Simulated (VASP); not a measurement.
Here is a VASP 6.6.1 calculation.

INCAR

```
SYSTEM = Nb
PREC = Accurate
ENCUT = 520
EDIFF = 1E-6
ISMEAR = -1
SIGMA = 0.05
LREAL = .False.
LASPH = .True.
NELM = 100
ALGO = Normal
ISIF = 2
LWAVE = .False.
LCHARG = .False.
NBANDS = 12
```

Contents of KPOINTS:

```
Automatic mesh
0
Gamma
  17 17 17
  0 0 0
```

The input POSCAR:

```
Nb
1.0
   -1.6197417552      1.6197417552      1.6197417552
    1.6197417552     -1.6197417552      1.6197417552
    1.6197417552      1.6197417552     -1.6197417552
Nb
1
Direct
    0.0000000000      0.0000000000      0.0000000000
```

Potentials or basis: VASP PAW LDA potentials, release 64 (Nb_sv).

Run with:

```sh
$ cat potpaw_LDA.64/Nb_sv/POTCAR > POTCAR
$ mpirun -np 1 vasp_std > vasp.out
```

(1) What does it give for the pressure?

(2) Predict the band gap on the k mesh.

Results:

(1) 1.0 GPa.

(2) zero (an odd number of electrons rules out a gap without spin polarisation).
